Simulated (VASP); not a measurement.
Set up this calculation in VASP 6.6.1, as the native input.

* Task: single point
* Functional: r2SCAN
* Potentials or basis: VASP PAW PBE potentials, release 64 (Ge_d)
* Cutoff: 520 eV
* k mesh: 6 × 6 × 6
* Occupations: methfessel-paxton, width 0.05 eV
* Spin: no spin polarisation
* Dipole correction: no
* Further INCAR settings: ALGO = Normal; EDIFF = 1e-06; NBANDS = 21

Crystal: Ge.

```
Ge
1.0
     0.00000    2.83590    2.83590
     2.83590    0.00000    2.83590
     2.83590    2.83590    0.00000
Ge
2
Direct
  0.00000 0.00000 0.00000
  0.25000 0.25000 0.25000
```

One way to write it, as run:

POSCAR

```
Ge
1.0
    0.0000000000      2.8359030770      2.8359030770
    2.8359030770      0.0000000000      2.8359030770
    2.8359030770      2.8359030770      0.0000000000
Ge
2
Direct
    0.0000000000      0.0000000000      0.0000000000
    0.2500000000      0.2500000000      0.2500000000
```

INCAR.step1

```
SYSTEM = Ge
PREC = Accurate ; ENCUT = 520
ISMEAR = 1 ; SIGMA = 0.05
LREAL = .False. ; LASPH = .True.
NELM = 60 ; NBANDS = 21
GGA = PE ; ALGO = Normal
EDIFF = 1E-4 ; LWAVE = .True.
LCHARG = .False.
```

INCAR.step2

```
SYSTEM = Ge
PREC = Accurate ; ENCUT = 520
EDIFF = 1E-6 ; ISMEAR = 1
SIGMA = 0.05 ; LREAL = .False.
LASPH = .True. ; NELM = 60
ALGO = Normal ; ISIF = 2
LWAVE = .False. ; LCHARG = .False.
METAGGA = R2SCAN ; LMIXTAU = .True.
NBANDS = 21 ; ISTART = 1
```

KPOINTS

```
regular mesh
0
Gamma
  6 6 6
  0 0 0
```

Potentials or basis: VASP PAW PBE potentials, release 64 (Ge_d).

Launch:

```console
$ cat potpaw_PBE.64/Ge_d/POTCAR > POTCAR
$ cp INCAR.step1 INCAR
$ mpirun -np 1 vasp_std > vasp.out
$ cp INCAR.step2 INCAR
$ mpirun -np 1 vasp_std > vasp.out
```

It gave:

* Pressure: 0.0 GPa
* Band gap on the k mesh: 0.33 eV, direct

Caveat: the PAW data sets were made with another functional, which shifts forces and pressure a little.

Run time: 52 s on 1 thread of Intel(R) Xeon(R) Platinum 8259CL CPU @ 2.50GHz (Skylake/Cascade Lake), on a shared host, peak memory 0.17 GiB.
